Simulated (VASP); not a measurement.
# Mg (P6_3/mmc) in VASP: a series of runs

Runs on Mg. Level: LDA. Tasks: single point.

Everything below comes from runs of VASP 6.6.1. Logs are shortened: lines on timing, memory, paths and dates and some standing lists are left out, and cuts for length are marked.

### 1 The cell of the first run

Symmetry: P6_3/mmc, No. 194, hexagonal system. Conventional cell: a = 2.643 Å, b = 2.643 Å, c = 8.663 Å, α = 90.00°, β = 90.00°, γ = 120.00°. Within 3.5 Å of Mg (site symmetry -3m) lie 12 Mg at 2.64 to 2.65 Å. Within 3.5 Å of Mg (site symmetry -6m2) lie 12 Mg at 2.64 to 2.65 Å.

### 2 Single point, LDA

Contents of INCAR:

```
PREC = Accurate
ENCUT = 600
EDIFF = 1E-6
ISMEAR = -1
SIGMA = 0.08
LREAL = F
LASPH = T
NELM = 120
ALGO = Normal
ISIF = 2
LWAVE = F
LCHARG = T
LELF = T
LVHAR = T
NBANDS = 12
GGA_COMPAT = F
```

Contents of KPOINTS:

```
regular mesh
0
Gamma
  10 10 7
```

Contents of POSCAR:

```
Mg
1.0
    2.6432126376      0.0000000000      0.0000000000
   -1.3216063188      2.2890892918      0.0000000000
    0.0000000000      0.0000000000      8.6631887779
Mg
4
Direct
    0.0000000000      0.0000000000      0.0000000000
    0.0000000000      0.0000000000      0.5000000000
    0.3333333333      0.6666666667      0.2500000000
    0.6666666667      0.3333333333      0.7500000000
```

Potentials or basis: VASP PAW LDA potentials, release 64 (Mg).

Command:

```sh
> cat potpaw_LDA.64/Mg/POTCAR > POTCAR
> mpirun -np 1 vasp_std > vasp.out
```

OUTCAR:

```text
PREC = Accurate
   ENCUT = 600
   EDIFF = 1E-6
   ISMEAR = -1
   LREAL = F
   LASPH = T
   NELM = 120
   ISIF = 2

 ion  position               nearest neighbor table
   1  0.000  0.000  0.000-   3 2.65   4 2.65   4 2.65   3 2.65   4 2.65   3 2.65
   2  0.000  0.000  0.500-   3 2.65   4 2.65   4 2.65   3 2.65   4 2.65   3 2.65
   3  0.333  0.667  0.250-   1 2.65   2 2.65   1 2.65   2 2.65   1 2.65   2 2.65
   4  0.667  0.333  0.750-   1 2.65   2 2.65   1 2.65   2 2.65   1 2.65   2 2.65

  LATTYP: Found a hexagonal cell.
 ALAT       =     2.6432126376
 C/A-ratio  =     3.2775224568

  Lattice vectors:

 A1 = (   2.6432126376,   0.0000000000,   0.0000000000)
 A2 = (  -1.3216063188,   2.2890892918,   0.0000000000)
 A3 = (   0.0000000000,   0.0000000000,   8.6631887779)

Analysis of symmetry for initial positions (statically):
=====================================================================
 Subroutine PRICEL returns:
 Original cell was already a primitive cell.

 Routine SETGRP: Setting up the symmetry group for a
 hexagonal supercell.

 Subroutine GETGRP returns: Found 24 space group operations
 (whereof 12 operations were pure point group operations)
 out of a pool of 24 trial point group operations.

The static configuration has the point symmetry D_3d.
 The point group associated with its full space group is D_6h.

Analysis of symmetry for dynamics (positions and initial velocities):
=====================================================================
 Subroutine PRICEL returns:
 Original cell was already a primitive cell.

 Routine SETGRP: Setting up the symmetry group for a
 hexagonal supercell.

 Subroutine GETGRP returns: Found 24 space group operations
 (whereof 12 operations were pure point group operations)
 out of a pool of 24 trial point group operations.

The dynamic configuration has the point symmetry D_3d.
 The point group associated with its full space group is D_6h.

 Subroutine INISYM returns: Found 24 space group operations
 (whereof 12 operations are pure point group operations),
 and found     1 'primitive' translations

----------------------------------------------------------------------------------------

                                     Primitive cell

  volume of cell :      52.4171

  direct lattice vectors                    reciprocal lattice vectors
     2.643212638  0.000000000  0.000000000     0.378327489  0.218427478  0.000000000
    -1.321606319  2.289089292  0.000000000     0.000000000  0.436854955  0.000000000
     0.000000000  0.000000000  8.663188778     0.000000000  0.000000000  0.115430937

  length of vectors
     2.643212638  2.643212638  8.663188778     0.436854955  0.436854955  0.115430937

  position of ions in fractional coordinates (direct lattice)
     0.000000000  0.000000000  0.000000000
     0.000000000  0.000000000  0.500000000
     0.333333333  0.666666667  0.250000000
     0.666666667  0.333333333  0.750000000

  ion indices of the primitive-cell ions
   primitive index   ion index
                 1           1
                 2           2
                 3           3
                 4           4

----------------------------------------------------------------------------------------

 KPOINTS: regular mesh

Automatic generation of k-mesh.
 Grid dimensions read from file:
 generate k-points for:   10   10    7

 Generating k-lattice:

  Cartesian coordinates                     Fractional coordinates (reciprocal lattice)
     0.037832749  0.021842748  0.000000000     0.100000000 -0.000000000  0.000000000
     0.000000000  0.043685496  0.000000000     0.000000000  0.100000000  0.000000000
     0.000000000  0.000000000  0.016490134     0.000000000  0.000000000  0.142857143

  Length of vectors
     0.043685496  0.043685496  0.016490134

  Shift w.r.t. Gamma in fractional coordinates (k-lattice)
     0.000000000  0.000000000  0.000000000

 Subroutine IBZKPT returns following result:
 ===========================================

 Found     56 irreducible k-points:

 Following reciprocal coordinates:
            Coordinates               Weight
  0.000000  0.000000  0.000000      1.000000
  0.100000  0.000000  0.000000      6.000000
  0.200000  0.000000  0.000000      6.000000
  0.300000  0.000000  0.000000      6.000000
  0.400000  0.000000  0.000000      6.000000
  0.500000  0.000000  0.000000      3.000000
[... 16 lines left out ...]
  0.300000  0.100000  0.142857     24.000000
  0.400000  0.100000  0.142857     24.000000
 [... further k-points ...]
   k-points           NKPTS =     56   k-points in BZ     NKDIM =     56   number of bands    NBANDS=     12
   number of dos      NEDOS =    301   number of ions     NIONS =      4
   total plane-waves  NPLWV =  40320
   dimension x,y,z NGX =    24 NGY =   24 NGZ =   70
   dimension x,y,z NGXF=    48 NGYF=   48 NGZF=  140
   ions per type =               4
   NGX,Y,Z   is equivalent  to a cutoff of  15.09, 15.09, 13.43 a.u.
   NGXF,Y,Z  is equivalent  to a cutoff of  30.19, 30.19, 26.87 a.u.
 SYSTEM =  unknown system
   PREC   = accura    normal or accurate (medium, high low for compatibility)
   ISTART =      0    job   : 0-new  1-cont  2-samecut
   ICHARG =      2    charge: 1-file 2-atom 10-const
   ISPIN  =      1    spin polarized calculation?
   LNONCOLLINEAR =      F non collinear calculations
   LSORBIT =      F    spin-orbit coupling
   LASPH  =      T    aspherical Exc in radial PAW
   ENCUT  =  600.0 eV  44.10 Ry    6.64 a.u.   5.28  5.28 17.30*2*pi/ulx,y,z
   NELM   =    120;   NELMIN=  2; NELMDL= -5     # of ELM steps
   EDIFF  = 0.1E-05   stopping-criterion for ELM
   LREAL  =      F    real-space projection
   EDIFFG = 0.1E-04   stopping-criterion for IOM
   NSW    =      0    number of steps for IOM
   IBRION =     -1    ionic relax: 0-MD 1-quasi-New 2-CG
   NFREE  =      0    steps in history (QN), initial steepest desc. (CG)
   ISIF   =      2    stress and relaxation
   ISYM   =      2    0-nonsym 1-usesym 2-fastsym
   POTIM  = 0.5000    time-step for ionic-motion
   TEBEG  =    0.0;   TEEND  =   0.0 temperature during run
   PSTRESS=    0.0 pullay stress
   NELECT =       8.0000    total number of electrons
   NUPDOWN=      -1.0000    fix difference up-down
   EMIN   =  10.00;   EMAX   =-10.00  energy-range for DOS
   EFERMI =   0.00;   METHOD = LEGACY
   ISMEAR =    -1;   SIGMA  =   0.08  broadening in eV -4-tet -1-fermi 0-gaus
   EFERMI_NEDOS =   21; number of points for ismear=-14 and -15
   IALGO  =     38    algorithm
   IMIX   =      4    mixing-type and parameters
     AMIX     =   0.40;   BMIX     =  1.00
     AMIX_MAG =   1.60;   BMIX_MAG =  1.00
  volume/ion in A,a.u.               =      13.10        88.43
  Fermi-wavevector in a.u.,A,eV,Ry     =   0.874878  1.653279 10.414046  0.765411
  Thomas-Fermi vector in A             =   1.994470
   LORBIT       =      0    0 simple, 1 ext, 2 COOP (PROOUT), +10 PAW based schemes
   GGA     = CA    functional components
   LHFCALC =     F    Hartree Fock is set to
   AEXX    =    0.0000 exact exchange contribution
   IVDW    =     0    specifies the selected vdW correction
   LEPSILON=     F    determine dielectric tensor
   LRPA    =     F    only Hartree local field effects (RPA)
 non-spin polarized calculation
  energy-cutoff  :      600.00
  volume of cell :       52.42
 maximum number of plane-waves:      1770
 NGX is ok and might be reduce to    24
   NGX = 11   NGY = 11   NGZ = 35

 number of electron       8.0000000 magnetization

 Free energy of the ion-electron system (eV)
  ---------------------------------------------------
  ext. energy  EPLUGINS =         0.00000000
  ---------------------------------------------------
  free energy    TOTEN  =        -3.48811328 eV

  energy without entropy =       -3.45266071  energy(sigma->0) =       -3.47038700

 E-fermi :   6.2787     XC(G=0): -10.6885

 val. band max:        6.1670781389   @ k =   0.1000   0.1000   0.1429
 cond. band min:       6.2908425955   @ k =   0.3000   0.3000   0.0000
 fundamental gap:      0.1237644566
 Fermi energy:         6.2787216930

 k-point     1 :       0.0000    0.0000    0.0000
  band No.  band energies     occupation
      1      -3.4857      2.00000
      2      -1.5042      2.00000
      3      -1.4959      2.00000
      4       3.5152      2.00000
      5       4.8196      2.00000
      6      12.8411      0.00000
      7      12.8630      0.00000
      8      20.7638      0.00000
      9      20.7638      0.00000
     10      21.4809      0.00000
     11      21.4817      0.00000
     12      21.5439      0.00000

 k-point     2 :       0.1000    0.0000    0.0000
  band No.  band energies     occupation
      1      -3.1967      2.00000
      2      -1.2258      2.00000
      3      -1.2176      2.00000
      4       3.7505      2.00000
      5       5.0863      2.00000
      6      12.9893      0.00000
      7      13.0397      0.00000
      8      17.5870      0.00000
      9      18.5971      0.00000
     10      18.7242      0.00000
     11      19.6785      0.00000
     12      20.5206      0.00000

 k-point     3 :       0.2000    0.0000    0.0000
  band No.  band energies     occupation
      1      -2.3389      2.00000
      2      -0.3993      2.00000
      3      -0.3912      2.00000
      4       4.4599      2.00000
      5       5.8470      1.99097
      6      12.7854      0.00000
      7      13.3112      0.00000
      8      14.1447      0.00000
      9      15.1316      0.00000
     10      15.2304      0.00000
     11      18.0440      0.00000
     12      18.4304      0.00000

 k-point     4 :       0.3000    0.0000    0.0000
  band No.  band energies     occupation
      1      -0.9396      2.00000
      2       0.9493      2.00000
      3       0.9571      2.00000
      4       5.6522      1.99921
      5       6.8626      0.00135
      6       9.9155      0.00000
      7      11.0579      0.00000
      8      11.2392      0.00000
      9      14.5880      0.00000
     10      14.6437      0.00000
     11      15.8273      0.00000
     12      16.0360      0.00000

 k-point     5 :       0.4000    0.0000    0.0000
  band No.  band energies     occupation
      1       0.9560      2.00000
      2       2.7679      2.00000
      3       2.7716      2.00000
      4       5.9872      1.94907
      5       7.3315      0.00000
      6       7.8159      0.00000
      7       8.0231      0.00000
      8       9.6001      0.00000
      9      12.2557      0.00000
     10      13.1553      0.00000
     11      15.7796      0.00000
     12      16.2207      0.00000
[... 228 lines left out ...]
      1      -2.5827      2.00000
      2      -1.1806      2.00000
      3      -0.0858      2.00000
      4       3.7153      2.00000
      5       6.1671      1.60295
      6      11.9616      0.00000
      7      14.3753      0.00000
      8      15.5070      0.00000
      9      15.6791      0.00000
     10      16.2414      0.00000
     11      17.2393      0.00000
     12      18.6698      0.00000

 k-point    22 :       0.2000    0.1000    0.1429
  band No.  band energies     occupation
      1      -1.4551      2.00000
      2      -0.0823      2.00000
      3       0.9892      2.00000
      4       4.6895      2.00000
      5       7.0646      0.00011
      6      11.4774      0.00000
      7      12.1811      0.00000
      8      13.1704      0.00000
      9      13.1921      0.00000
     10      14.3779      0.00000
     11      15.9744      0.00000
     12      16.8215      0.00000

 k-point    23 :       0.3000    0.1000    0.1429
  band No.  band energies     occupation
      1       0.1912      2.00000
      2       1.5205      2.00000
      3       2.5550      2.00000
      4       6.0772      1.85100
      5       7.4835      0.00000
      6       8.9642      0.00000
      7       9.5139      0.00000
      8      10.1850      0.00000
      9      12.5956      0.00000
     10      13.4443      0.00000
     11      14.5203      0.00000
     12      15.7531      0.00000

 k-point    24 :       0.4000    0.1000    0.1429
  band No.  band energies     occupation
      1       2.2941      2.00000
      2       3.5264      2.00000
      3       4.3787      2.00000
      4       5.0227      2.00000
      5       6.3701      0.48384
      6       7.2653      0.00001
      7       8.2061      0.00000
      8      10.3052      0.00000
      9      10.6666      0.00000
     10      11.9922      0.00000
     11      14.0727      0.00000
     12      15.2272      0.00000

 [... further k-points ...]

------------------------ aborting loop because EDIFF is reached ----------------------------------------

  FORCE on cell =-STRESS in cart. coord.  units (eV):
  Direction    XX          YY          ZZ          XY          YZ          ZX
  --------------------------------------------------------------------------------------
  -------------------------------------------------------------------------------------
  Total       17.4919162     17.4919162     17.4719144     -0.0000000     -0.0000000      0.0000000
  in kB      534.6571209    534.6571209    534.0457481     -0.0000000     -0.0000000      0.0000000
  external PRESSURE =     534.4533300 kB  Pullay stress =       0.0000000 kB

 VOLUME and BASIS-vectors are now :
 -----------------------------------------------------------------------------
  energy-cutoff  :      600.00
  volume of cell :       52.42
      direct lattice vectors                 reciprocal lattice vectors
     2.643212638  0.000000000  0.000000000     0.378327489  0.218427478  0.000000000
    -1.321606319  2.289089292  0.000000000     0.000000000  0.436854955  0.000000000
     0.000000000  0.000000000  8.663188778     0.000000000  0.000000000  0.115430937

 POSITION                                       TOTAL-FORCE (eV/Angst)
 -----------------------------------------------------------------------------------
      0.00000      0.00000      0.00000         0.000000      0.000000      0.000000
      0.00000      0.00000      4.33159         0.000000      0.000000      0.000000
     -0.00000      1.52606      2.16580         0.000000      0.000000      0.000000
      1.32161      0.76303      6.49739        -0.000000      0.000000     -0.000000
 -----------------------------------------------------------------------------------
    total drift:                                0.000000     -0.000000      0.000000

  FREE ENERGIE OF THE ION-ELECTRON SYSTEM (eV)
  ---------------------------------------------------
  free  energy   TOTEN  =        -3.4881132826 eV

  energy  without entropy=       -3.4526607143  energy(sigma->0) =       -3.47038700
```

It took 22 s on 1 thread of AMD EPYC 9R45 (Zen 5), shared host; peak memory 0.15 GiB.

Results:

* Free energy: -3.4881 eV
* Pressure: 53.4 GPa
* Band gap on the k mesh: zero (band 4 reaches 6.67 eV, above the bottom of band 5 at 4.82 eV)

Levels at points of the mesh, in eV from the Fermi level:
| k point | band 2 | band 3 | band 4 | band 5 | band 6 | band 7 |
| --- | --- | --- | --- | --- | --- | --- |
| (0.00, 0.00, 0.00) | -7.78 | -7.77 | -2.76 | -1.46 | 6.56 | 6.58 |
| (0.50, 0.00, 0.00) | -2.90 | -1.77 | -1.43 | -0.68 | -0.43 | 3.12 |

[end of part 1 of 2]
